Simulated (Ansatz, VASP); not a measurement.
# ScF: VASP beside Ansatz

```
Sc F
1.0
     3.49533    0.00000    0.00000
     0.00000    3.49533    0.00000
     0.00000    0.00000    5.19603
Sc F
2 2
Direct
  0.50000 0.00000 0.72949
  0.00000 0.50000 0.27051
  0.50000 0.50000 0.00000
  0.00000 0.00000 0.00000
```

Alike in both runs: functional PBE; k mesh 10 × 10 × 8; occupations gaussian, width 0.1 eV; no spin polarisation.

Ansatz relaxed the structure, and its values are those at the end. VASP's run is a single point on that final structure, the one shown.

|  | VASP | Ansatz |
| --- | --- | --- |
| version | VASP 6.6.1 | Ansatz 0.2.0 |
| potentials or method | VASP PAW PBE potentials, release 64 (Sc_sv, F), cutoff 520 eV | scalar-relativistic, plane waves, PAW |
| valence electrons in the cell | 36 | 36 |

```csv
,VASP,Ansatz,Ansatz less VASP
gap on the k mesh at the Fermi level (eV),none,none,-
pressure (GPa),0.2,0.0,-0.24
rms of the force components (eV/Å),0.024,0.003,-0.0213
```

A gap of «none» marks a metal or a gap that the smearing closes.
